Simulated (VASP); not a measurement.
# AlCd2 (P6_3/mmc) in VASP: notebook

AlCd2 is run at these levels: PBE; tasks: single point.

Everything below comes from runs of VASP 6.6.1. Logs are shortened: lines on timing, memory, paths and dates and some standing lists are left out, and cuts for length are marked.

### Step 1. The cell of the first run

The structure is hexagonal, space group P6_3/mmc (No. 194). The conventional cell has a = 3.271 Å, b = 3.271 Å, c = 12.723 Å, α = 90.00°, β = 90.00°, γ = 120.00°. Within 3.3 Å of Al (site symmetry -6m2) lie 6 Cd at 2.45 Å and 6 Al at 3.27 Å. Within 3.3 Å of Cd (site symmetry 3m) lie 3 Al at 2.45 Å and 7 Cd at 3.12 to 3.27 Å.

### Step 2. Single point, PBE

Contents of INCAR:

```
SYSTEM = AlCd2
  PREC = Accurate
  ENCUT = 520
  EDIFF = 1E-6
  ISMEAR = 0
  SIGMA = 0.1
  LREAL = .False.
  LASPH = .True.
  NELM = 100
  ALGO = Fast
  ISIF = 2
  LWAVE = .False.
  LCHARG = .True.
  GGA = PE
  LELF = .True.
  LVHAR = .True.
  NBANDS = 36
```

Contents of KPOINTS:

```
Automatic mesh
0
Gamma
  6 6 2
  0 0 0
```

Contents of POSCAR:

```
AlCd2
1.0
    3.2710435271      0.0000000000      0.0000000000
   -1.6355217636      2.8328067914      0.0000000000
    0.0000000000      0.0000000000     12.7230179655
Al Cd
2 4
Direct
    0.3333333333      0.6666666667      0.2500000000
    0.6666666667      0.3333333333      0.7500000000
    0.3333333333      0.6666666667      0.6275000000
    0.6666666667      0.3333333333      0.1275000000
    0.3333333333      0.6666666667      0.8725000000
    0.6666666667      0.3333333333      0.3725000000
```

Potentials or basis: VASP PAW PBE potentials, release 64 (Al, Cd).

Launch:

```bash
cat potpaw_PBE.64/Al/POTCAR potpaw_PBE.64/Cd/POTCAR > POTCAR
mpirun -np 1 vasp_std > vasp.out
```

OUTCAR:

```text
SYSTEM = AlCd2
   PREC = Accurate
   ENCUT = 520
   EDIFF = 1E-6
   ISMEAR = 0
   LREAL = .False.
   LASPH = .True.
   NELM = 100
   ISIF = 2
   GGA = PE

 ion  position               nearest neighbor table
   1  0.333  0.667  0.250-   4 2.45   6 2.45   4 2.45   6 2.45   4 2.45   6 2.45
   2  0.667  0.333  0.750-   3 2.45   5 2.45   3 2.45   5 2.45   3 2.45   5 2.45
   3  0.333  0.667  0.627-   2 2.45   2 2.45   2 2.45   5 3.12   6 3.75   6 3.75   6 3.75
   4  0.667  0.333  0.127-   1 2.45   1 2.45   1 2.45   6 3.12   5 3.75   5 3.75   5 3.75
   5  0.333  0.667  0.873-   2 2.45   2 2.45   2 2.45   3 3.12   4 3.75   4 3.75   4 3.75
   6  0.667  0.333  0.373-   1 2.45   1 2.45   1 2.45   4 3.12   3 3.75   3 3.75   3 3.75

  LATTYP: Found a hexagonal cell.
 ALAT       =     3.2710435271
 C/A-ratio  =     3.8895899306

  Lattice vectors:

 A1 = (   3.2710435271,   0.0000000000,   0.0000000000)
 A2 = (  -1.6355217636,   2.8328067914,   0.0000000000)
 A3 = (   0.0000000000,   0.0000000000,  12.7230179655)

Analysis of symmetry for initial positions (statically):
=====================================================================
 Subroutine PRICEL returns:
 Original cell was already a primitive cell.

 Routine SETGRP: Setting up the symmetry group for a
 hexagonal supercell.

 Subroutine GETGRP returns: Found 24 space group operations
 (whereof 12 operations were pure point group operations)
 out of a pool of 24 trial point group operations.

The static configuration has the point symmetry D_3d.
 The point group associated with its full space group is D_6h.

Analysis of symmetry for dynamics (positions and initial velocities):
=====================================================================
 Subroutine PRICEL returns:
 Original cell was already a primitive cell.

 Routine SETGRP: Setting up the symmetry group for a
 hexagonal supercell.

 Subroutine GETGRP returns: Found 24 space group operations
 (whereof 12 operations were pure point group operations)
 out of a pool of 24 trial point group operations.

The dynamic configuration has the point symmetry D_3d.
 The point group associated with its full space group is D_6h.

 Subroutine INISYM returns: Found 24 space group operations
 (whereof 12 operations are pure point group operations),
 and found     1 'primitive' translations

----------------------------------------------------------------------------------------

                                     Primitive cell

  volume of cell :     117.8945

  direct lattice vectors                    reciprocal lattice vectors
     3.271043527  0.000000000  0.000000000     0.305712838  0.176503389  0.000000000
    -1.635521764  2.832806791  0.000000000     0.000000000  0.353006779  0.000000000
     0.000000000  0.000000000 12.723017966     0.000000000  0.000000000  0.078597704

  length of vectors
     3.271043527  3.271043527 12.723017966     0.353006779  0.353006779  0.078597704

  position of ions in fractional coordinates (direct lattice)
     0.333333333  0.666666667  0.250000000
     0.666666667  0.333333333  0.750000000
     0.333333333  0.666666667  0.627500000
     0.666666667  0.333333333  0.127500000
     0.333333333  0.666666667  0.872500000
     0.666666667  0.333333333  0.372500000

  ion indices of the primitive-cell ions
   primitive index   ion index
                 1           1
                 2           2
                 3           3
                 4           4
                 5           5
                 6           6

----------------------------------------------------------------------------------------

 KPOINTS: Automatic mesh

Automatic generation of k-mesh.
 Grid dimensions read from file:
 generate k-points for:    6    6    2

 Generating k-lattice:

  Cartesian coordinates                     Fractional coordinates (reciprocal lattice)
     0.050952140  0.029417232  0.000000000     0.166666667  0.000000000  0.000000000
     0.000000000  0.058834463  0.000000000     0.000000000  0.166666667  0.000000000
     0.000000000  0.000000000  0.039298852     0.000000000  0.000000000  0.500000000

  Length of vectors
     0.058834463  0.058834463  0.039298852

  Shift w.r.t. Gamma in fractional coordinates (k-lattice)
     0.000000000  0.000000000  0.000000000

 Subroutine IBZKPT returns following result:
 ===========================================

 Found     14 irreducible k-points:

 Following reciprocal coordinates:
            Coordinates               Weight
  0.000000  0.000000  0.000000      1.000000
  0.166667  0.000000  0.000000      6.000000
  0.333333  0.000000  0.000000      6.000000
  0.500000  0.000000  0.000000      3.000000
  0.166667  0.166667  0.000000      6.000000
  0.333333  0.166667  0.000000     12.000000
  0.333333  0.333333  0.000000      2.000000
  0.000000  0.000000  0.500000      1.000000
  0.166667  0.000000  0.500000      6.000000
  0.333333  0.000000  0.500000      6.000000
  0.500000  0.000000  0.500000      3.000000
  0.166667  0.166667  0.500000      6.000000
  0.333333  0.166667  0.500000     12.000000
  0.333333  0.333333  0.500000      2.000000
   k-points           NKPTS =     14   k-points in BZ     NKDIM =     14   number of bands    NBANDS=     36
   number of dos      NEDOS =    301   number of ions     NIONS =      6
   total plane-waves  NPLWV =  55296
   dimension x,y,z NGX =    24 NGY =   24 NGZ =   96
   dimension x,y,z NGXF=    48 NGYF=   48 NGZF=  192
   ions per type =               2   4
   NGX,Y,Z   is equivalent  to a cutoff of  12.20, 12.20, 12.54 a.u.
   NGXF,Y,Z  is equivalent  to a cutoff of  24.40, 24.40, 25.09 a.u.
 SYSTEM =  AlCd2
   PREC   = accura    normal or accurate (medium, high low for compatibility)
   ISTART =      0    job   : 0-new  1-cont  2-samecut
   ICHARG =      2    charge: 1-file 2-atom 10-const
   ISPIN  =      1    spin polarized calculation?
   LNONCOLLINEAR =      F non collinear calculations
   LSORBIT =      F    spin-orbit coupling
   LASPH  =      T    aspherical Exc in radial PAW
   ENCUT  =  520.0 eV  38.22 Ry    6.18 a.u.   6.08  6.08 23.66*2*pi/ulx,y,z
   NELM   =    100;   NELMIN=  2; NELMDL= -5     # of ELM steps
   EDIFF  = 0.1E-05   stopping-criterion for ELM
   LREAL  =      F    real-space projection
   EDIFFG = 0.1E-04   stopping-criterion for IOM
   NSW    =      0    number of steps for IOM
   IBRION =     -1    ionic relax: 0-MD 1-quasi-New 2-CG
   NFREE  =      0    steps in history (QN), initial steepest desc. (CG)
   ISIF   =      2    stress and relaxation
   ISYM   =      2    0-nonsym 1-usesym 2-fastsym
   POTIM  = 0.5000    time-step for ionic-motion
   TEBEG  =    0.0;   TEEND  =   0.0 temperature during run
   PSTRESS=    0.0 pullay stress
   NELECT =      54.0000    total number of electrons
   NUPDOWN=      -1.0000    fix difference up-down
   EMIN   =  10.00;   EMAX   =-10.00  energy-range for DOS
   EFERMI =   0.00;   METHOD = LEGACY
   ISMEAR =     0;   SIGMA  =   0.10  broadening in eV -4-tet -1-fermi 0-gaus
   EFERMI_NEDOS =   21; number of points for ismear=-14 and -15
   IALGO  =     68    algorithm
   IMIX   =      4    mixing-type and parameters
     AMIX     =   0.40;   BMIX     =  1.00
     AMIX_MAG =   1.60;   BMIX_MAG =  1.00
  volume/ion in A,a.u.               =      19.65       132.60
  Fermi-wavevector in a.u.,A,eV,Ry     =   1.261948  2.384737 21.667467  1.592514
  Thomas-Fermi vector in A             =   2.395382
   LORBIT       =      0    0 simple, 1 ext, 2 COOP (PROOUT), +10 PAW based schemes
   GGA     = PE    functional components
   LHFCALC =     F    Hartree Fock is set to
   AEXX    =    0.0000 exact exchange contribution
   IVDW    =     0    specifies the selected vdW correction
   LEPSILON=     F    determine dielectric tensor
   LRPA    =     F    only Hartree local field effects (RPA)
 non-spin polarized calculation
 RMM-DIIS sequential band-by-band and
 Gauss-broadening in eV      SIGMA  =   0.10
  energy-cutoff  :      520.00
  volume of cell :      117.89
 maximum number of plane-waves:      3210
   NGX = 13   NGY = 13   NGZ = 47

 number of electron      53.9999998 magnetization

 Free energy of the ion-electron system (eV)
  ---------------------------------------------------
  ext. energy  EPLUGINS =         0.00000000
  ---------------------------------------------------
  free energy    TOTEN  =        -4.55061704 eV

  energy without entropy =       -4.51269989  energy(sigma->0) =       -4.53165847

 E-fermi :   4.7244     XC(G=0): -10.6811

 val. band max:        4.6792070630   @ k =   0.3333   0.1667   0.0000
 cond. band min:       4.7324487659   @ k =   0.3333   0.1667   0.5000
 fundamental gap:      0.0532417029
 Fermi energy:         4.7244040922

 k-point     1 :       0.0000    0.0000    0.0000
  band No.  band energies     occupation
      1      -6.4888      2.00000
      2      -6.3116      2.00000
      3      -5.6885      2.00000
      4      -5.6517      2.00000
      5      -5.4684      2.00000
      6      -5.4242      2.00000
[... 28 lines left out ...]
     35      12.7177      0.00000
     36      12.7480      0.00000

 k-point     2 :       0.1667    0.0000    0.0000
  band No.  band energies     occupation
      1      -6.2691      2.00000
      2      -6.1914      2.00000
      3      -5.6247      2.00000
      4      -5.6147      2.00000
      5      -5.4131      2.00000
      6      -5.3835      2.00000
[... 28 lines left out ...]
     35      11.6843      0.00000
     36      12.3909      0.00000

 k-point     3 :       0.3333    0.0000    0.0000
  band No.  band energies     occupation
      1      -6.1529      2.00000
      2      -6.1044      2.00000
      3      -5.6478      2.00000
      4      -5.5977      2.00000
      5      -5.5875      2.00000
      6      -5.5497      2.00000
[... 28 lines left out ...]
     35      10.5369      0.00000
     36      10.7132      0.00000

 k-point     4 :       0.5000    0.0000    0.0000
  band No.  band energies     occupation
      1      -6.1745      2.00000
      2      -6.1140      2.00000
      3      -5.6853      2.00000
      4      -5.6825      2.00000
      5      -5.6676      2.00000
      6      -5.6396      2.00000
[... 28 lines left out ...]
     35       9.5068      0.00000
     36      10.3903      0.00000

 k-point     5 :       0.1667    0.1667    0.0000
  band No.  band energies     occupation
      1      -6.1201      2.00000
      2      -6.1098      2.00000
      3      -5.6006      2.00000
      4      -5.5798      2.00000
      5      -5.4298      2.00000
      6      -5.4179      2.00000
[... 265 lines left out ...]
 k-point    12 :       0.1667    0.1667    0.5000
  band No.  band energies     occupation
      1      -6.1149      2.00000
      2      -6.1149      2.00000
      3      -5.5880      2.00000
      4      -5.5880      2.00000
      5      -5.4163      2.00000
      6      -5.4163      2.00000
[... 28 lines left out ...]
     35      10.0734      0.00000
     36      10.0734      0.00000

 k-point    13 :       0.3333    0.1667    0.5000
  band No.  band energies     occupation
      1      -6.0775      2.00000
      2      -6.0775      2.00000
      3      -5.5938      2.00000
      4      -5.5938      2.00000
      5      -5.5033      2.00000
      6      -5.5033      2.00000
[... 28 lines left out ...]
     35       9.4700      0.00000
     36       9.4700      0.00000

 k-point    14 :       0.3333    0.3333    0.5000
  band No.  band energies     occupation
      1      -5.9834      2.00000
      2      -5.9834      2.00000
      3      -5.6769      2.00000
      4      -5.6769      2.00000
      5      -5.4694      2.00000
      6      -5.4694      2.00000
[... 28 lines left out ...]
     35       9.2780      0.00000
     36       9.2782      0.00000

------------------------ aborting loop because EDIFF is reached ----------------------------------------

  FORCE on cell =-STRESS in cart. coord.  units (eV):
  Direction    XX          YY          ZZ          XY          YZ          ZX
  --------------------------------------------------------------------------------------
  -------------------------------------------------------------------------------------
  Total       17.0572363     17.0572363     21.5637133     -0.0000000      0.0000000      0.0000000
  in kB      231.8066176    231.8066176    293.0493163     -0.0000000      0.0000000      0.0000000
  external PRESSURE =     252.2208505 kB  Pullay stress =       0.0000000 kB

 VOLUME and BASIS-vectors are now :
 -----------------------------------------------------------------------------
  energy-cutoff  :      520.00
  volume of cell :      117.89
      direct lattice vectors                 reciprocal lattice vectors
     3.271043527  0.000000000  0.000000000     0.305712838  0.176503389  0.000000000
    -1.635521764  2.832806791  0.000000000     0.000000000  0.353006779  0.000000000
     0.000000000  0.000000000 12.723017966     0.000000000  0.000000000  0.078597704

 POSITION                                       TOTAL-FORCE (eV/Angst)
 -----------------------------------------------------------------------------------
     -0.00000      1.88854      3.18075         0.000000      0.000000      0.000000
      1.63552      0.94427      9.54226        -0.000000     -0.000000      0.000000
     -0.00000      1.88854      7.98369         0.000000      0.000000     -4.243424
      1.63552      0.94427      1.62218        -0.000000     -0.000000     -4.243424
     -0.00000      1.88854     11.10083         0.000000      0.000000      4.243424
      1.63552      0.94427      4.73932        -0.000000     -0.000000      4.243424
 -----------------------------------------------------------------------------------
    total drift:                               -0.000000      0.000000     -0.000000

  FREE ENERGIE OF THE ION-ELECTRON SYSTEM (eV)
  ---------------------------------------------------
  free  energy   TOTEN  =        -4.5506170446 eV

  energy  without entropy=       -4.5126998882  energy(sigma->0) =       -4.53165847
```

Run time: 42 s. Hardware: 1 thread of AMD EPYC 9R45 (Zen 5), shared host; peak memory 0.21 GiB.

What came out:

```
Free energy            : -4.5506 eV
Pressure               : 25.2 GPa
Largest force          : 4.243 eV/Å
Band gap on the k mesh : zero (bands 27 and 28 overlap by 4.23 eV)
```

Forces on the atoms (eV/Å):
```
Al   0.000  0.000  0.000
Al   0.000  0.000  0.000
Cd   0.000  0.000 -4.243
Cd   0.000  0.000 -4.243
Cd   0.000  0.000  4.243
Cd   0.000  0.000  4.243
```

Levels at points of the mesh, in eV from the Fermi level:
```
           k point  band 22  band 23  band 24  band 25  band 26  band 27  band 28  band 29  band 30  band 31
(0.00, 0.00, 0.00)    -9.54    -7.38    -5.97    -4.28    -0.47     0.04     4.73     6.40     6.40     6.48
(0.50, 0.00, 0.00)    -5.61    -5.06    -4.80    -2.69    -2.58    -1.14    -1.08     0.53     1.81     2.51
(0.00, 0.00, 0.50)    -9.57    -6.84    -6.84    -2.77    -2.77     2.66     2.66     6.44     6.44     6.44
(0.50, 0.00, 0.50)    -5.63    -4.94    -4.94    -2.51    -2.51    -1.39    -1.39     1.62     1.62     2.63
```

Caveat: the k points lie up to 0.37 Å⁻¹ apart, too coarse for converged energies and pressures of a metal; forces of over 1 eV/Å act on the atoms, so gaps and moduli don't describe the material at rest.

### Step 3. Single point, PBE

This run uses another cell than the first one, of 21.73 Å³/atom.

Contents of INCAR:

```
PREC     = Accurate       # precision mode
ENCUT    = 520            # plane-wave cutoff, eV
EDIFF    = 1E-7           # SCF threshold, eV
ISMEAR   = 0              # smearing method
SIGMA    = 0.1            # smearing width, eV
LREAL    = F              # projectors in reciprocal space
LASPH    = T              # aspherical terms in the spheres
NELM     = 60             # most SCF steps
ALGO     = Normal         # electronic algorithm
ISIF     = 2              # what is computed and relaxed
LWAVE    = F              # write WAVECAR
LCHARG   = T              # write CHGCAR
GGA      = PE             # functional
LELF     = T              # ELF
LVHAR    = T            
NBANDS   = 36             # bands
```

Contents of KPOINTS:

```
regular mesh
0
Gamma
  6 6 2
```

Contents of POSCAR:

```
AlCd2
1.0
    3.3288899662      0.0000000000      0.0000000000
   -1.6644449831      2.8829032771      0.0000000000
    0.0000000000      0.0000000000     13.5849515997
Al Cd
2 4
Direct
    0.3333333333      0.6666666667      0.2500000000
    0.6666666667      0.3333333333      0.7500000000
    0.3333333333      0.6666666667      0.5880595897
    0.6666666667      0.3333333333      0.0880595897
    0.3333333333      0.6666666667      0.9119404103
    0.6666666667      0.3333333333      0.4119404103
```

Potentials or basis: VASP PAW PBE potentials, release 64 (Al, Cd).

Launch:

```bash
cat potpaw_PBE.64/Al/POTCAR potpaw_PBE.64/Cd/POTCAR > POTCAR
mpirun -np 1 vasp_std > vasp.out
```

Run time: 57 s. Hardware: 1 thread of AMD EPYC 9R45 (Zen 5), shared host; peak memory 0.25 GiB.

Results (log left out):

* Free energy: -9.5995 eV
* Pressure: 0.1 GPa
* Band gap on the k mesh: zero (bands 27 and 28 overlap by 3.83 eV)

Forces in eV/Å, atoms in the order of the input:
```
Al   0.000  0.000  0.000
Al   0.000  0.000  0.000
Cd   0.000  0.000 -0.002
Cd   0.000  0.000 -0.002
Cd   0.000  0.000  0.002
Cd   0.000  0.000  0.002
```

Stress tensor (GPa, compression positive):
```
-0.02  0.00  0.00
 0.00 -0.02  0.00
 0.00  0.00  0.43
```

Levels at points of the mesh, in eV from the Fermi level:
| k point | band 23 | band 24 | band 25 | band 26 | band 27 | band 28 | band 29 | band 30 | band 31 | band 32 |
| --- | --- | --- | --- | --- | --- | --- | --- | --- | --- | --- |
| (0.00, 0.00, 0.00) | -8.08 | -5.69 | -5.65 | -1.99 | -0.26 | 4.71 | 4.97 | 7.09 | 7.09 | 7.20 |
| (0.50, 0.00, 0.00) | -4.00 | -3.50 | -3.00 | -2.73 | -1.04 | -0.89 | -0.34 | 0.02 | 2.39 | 3.49 |
| (0.00, 0.00, 0.50) | -7.23 | -7.23 | -3.70 | -3.70 | 1.82 | 1.82 | 7.14 | 7.14 | 7.14 | 7.14 |
| (0.50, 0.00, 0.50) | -3.86 | -3.86 | -2.58 | -2.58 | -1.56 | -1.56 | 0.77 | 0.77 | 1.78 | 1.78 |

Caveat: the k points lie up to 0.36 Å⁻¹ apart, too coarse for converged energies and pressures of a metal.

The gap in the log of VASP goes by the Fermi energy; the results here count the filled bands.